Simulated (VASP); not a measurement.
Write the native input for VASP 6.6.1 that does the following.

- Task: relaxation of cell and atoms
- Functional: PBE
- Potentials or basis: VASP PAW PBE potentials, release 64 (La, Mg, Te)
- Cutoff: 600 eV
- k mesh: 6 × 6 × 2
- Occupations: gaussian, width 0.1 eV
- Spin: no spin polarisation
- Dipole correction: no
- Further INCAR settings: ALGO = Normal; EDIFF = 1e-06; IBRION = 2; EDIFFG = -0.04; NSW = 90; ISIF = 3

The structure of La3MgTe2 lies in POSCAR:

```
La3MgTe2
1.0
    4.7175649600      0.0000000000      0.0000000000
   -2.3587824800      4.0855311000      0.0000000000
    0.0000000000      0.0000000000      9.1373331200
La Mg Te
3 1 2
Direct
    0.5000000000      0.0000000000      0.0357752100
    0.0000000000      0.5000000000      0.0357752100
    0.5000000000      0.5000000000      0.0357752100
    0.0000000000      0.0000000000      0.0280583600
    0.0000000000      0.0000000000      0.7437968800
    0.0000000000      0.0000000000      0.4919705300
```

The cell was generated, and may not be a known phase.

The input as run:

INCAR

```
SYSTEM = La3MgTe2
PREC = Accurate ; ENCUT = 600
EDIFF = 1E-6 ; ISMEAR = 0
SIGMA = 0.1 ; LREAL = .False.
LASPH = .True. ; NELM = 80
ALGO = Normal ; ISIF = 3
LWAVE = .False. ; LCHARG = .False.
GGA = PE ; IBRION = 2
NSW = 90 ; EDIFFG = -0.04
```

KPOINTS

```
regular mesh
0
Gamma
  6 6 2
  0 0 0
```

Potentials or basis: VASP PAW PBE potentials, release 64 (La, Mg, Te).

Launch:

```console
$ cat potpaw_PBE.64/La/POTCAR potpaw_PBE.64/Mg/POTCAR potpaw_PBE.64/Te/POTCAR > POTCAR
$ mpirun -np 1 vasp_std > vasp.out
```

It gave:

| Property | Result |
| --- | --- |
| Relaxed volume | 54.90 Å³/atom |
| Relaxed cell | a = 6.495 Å, b = 6.495 Å, c = 9.016 Å, α = 90.00°, β = 90.00°, γ = 120.00° |
| Space group after relaxing (to 0.1 Å) | P6mm (No. 183) |
| Energy gained by relaxing | 4224.5 meV/atom |
| Ionic steps | 49 |
| Pressure after relaxing | 0.0 GPa |
| Largest force after relaxing | 0.039 eV/Å |
| Band gap on the k mesh | zero (an odd number of electrons rules out a gap without spin polarisation) |

Caveat: the volume moved by over 15 % at a fixed basis, so the end points are rough; spin-orbit coupling is left out, which moves the levels of the heavy elements.

It took 53 min on 1 thread of Intel(R) Xeon(R) 6975P-C (Granite Rapids) (shared host), peak memory 0.48 GiB.
